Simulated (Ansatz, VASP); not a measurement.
**AlO5: VASP beside Ansatz**

```
Al O
1.0
     3.93611    0.00000    0.00000
    -1.96805    3.40877    0.00000
     0.00000    0.00000    3.68771
Al O
1 5
Direct
  0.00000 0.00000 0.00000
  0.33333 0.66667 0.50000
  0.66667 0.33333 0.50000
  0.33333 0.66667 0.00000
  0.66667 0.33333 0.00000
  0.00000 0.00000 0.50000
```

Alike in both runs: functional PBE; k mesh 5 × 5 × 4; occupations gaussian, width 0.2 eV; no spin polarisation.

Ansatz relaxed the structure, and its values are those at the end. VASP's run is a single point on that final structure, the one shown.

|  | VASP | Ansatz |
| --- | --- | --- |
| version | VASP 6.6.1 | Ansatz 0.2.0 |
| potentials or method | VASP PAW PBE potentials, release 64 (Al, O), cutoff 600 eV | scalar-relativistic, plane waves, PAW |
| valence electrons in the cell | 33 | 33 |

```csv
,VASP,Ansatz,Ansatz less VASP
gap on the k mesh at the Fermi level (eV),none,none,-
pressure (GPa),-0.3,0.1,+0.37
```

A gap of «none» marks a metal or a gap that the smearing closes.

The k mesh is coarse, so the values compare programs but aren't converged.
